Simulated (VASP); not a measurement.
Ga:

```xyz
2
Lattice="1.4500 -4.0650 0.0000 1.4500 4.0650 0.0000 0.0000 0.0000 3.1700" Properties=species:S:1:pos:R:3 pbc="T T T"
Ga    1.4500   -2.9837    0.7925
Ga    1.4500    2.9837    2.3775
```

* Program: VASP 6.6.1
* Task: relaxation of cell and atoms
* Functional: PBEsol
* Potentials or basis: VASP PAW PBE potentials, release 64 (Ga_d)
* Cutoff: 600 eV
* k mesh: 12 × 12 × 10
* Occupations: fermi-dirac, width 0.05 eV
* Spin: no spin polarisation

At the start: pressure -2.0 GPa; volume 18.68 Å³/atom.

Problem. Where does the relaxation end?

Solution. Over 22 steps the energy falls by 21.7 meV/atom and the volume is 17.92 Å³/atom (-4.1 %); space group Cmcm (No. 63, to 0.1 Å) before and after.

The path:
| step | energy change (eV) | largest force (eV/Å) | pressure (GPa) | volume (Å³) |
| --- | --- | --- | --- | --- |
| 1 | 0.0000 | 0.1925 | -2.00 | 37.37 |
| 2 | -0.0199 | 0.0464 | -0.28 | 36.12 |
| 3 | -0.0233 | 0.0765 | 1.33 | 35.19 |
| 4 | -0.0235 | 0.0492 | 1.02 | 35.38 |
| 5 | -0.0353 | 0.1561 | 0.58 | 35.47 |
| 6 | -0.0380 | 0.1976 | 0.53 | 35.51 |
| 7 | -0.0380 | 0.2027 | 0.70 | 35.52 |
| 8 | -0.0418 | 0.0978 | -0.36 | 36.04 |
| 9 | -0.0419 | 0.0796 | -0.55 | 36.14 |
| 10 | -0.0432 | 0.0028 | -0.10 | 35.88 |
| 11 | -0.0433 | 0.0071 | -0.03 | 35.85 |
| 12 | -0.0433 | 0.0043 | -0.06 | 35.86 |
| 13 | -0.0433 | 0.0023 | -0.10 | 35.81 |
| 14 | -0.0432 | 0.0173 | 0.24 | 35.72 |
| 15 | -0.0433 | 0.0072 | 0.00 | 35.78 |
| 16 | -0.0433 | 0.0089 | 0.09 | 35.78 |
| 17 | -0.0433 | 0.0068 | 0.05 | 35.78 |
| 18 | -0.0433 | 0.0054 | 0.11 | 35.80 |
| 19 | -0.0433 | 0.0002 | -0.18 | 35.87 |
| 20 | -0.0433 | 0.0045 | 0.06 | 35.82 |
| 21 | -0.0433 | 0.0015 | -0.17 | 35.88 |
| 22 | -0.0433 | 0.0041 | 0.00 | 35.84 |

Final structure:
```yaml
crystal:
  lattice:
    - [1.35406, -4.13355, 0.00000]
    - [1.35406, 4.13355, 0.00000]
    - [0.00000, 0.00000, 3.20132]
  atoms:
    - { symbol: Ga, position: [0.86773, 0.13227, 0.25000] }
    - { symbol: Ga, position: [0.13227, 0.86773, 0.75000] }
```

Caveat: the PAW data sets were made with another functional, which shifts forces and pressure a little.
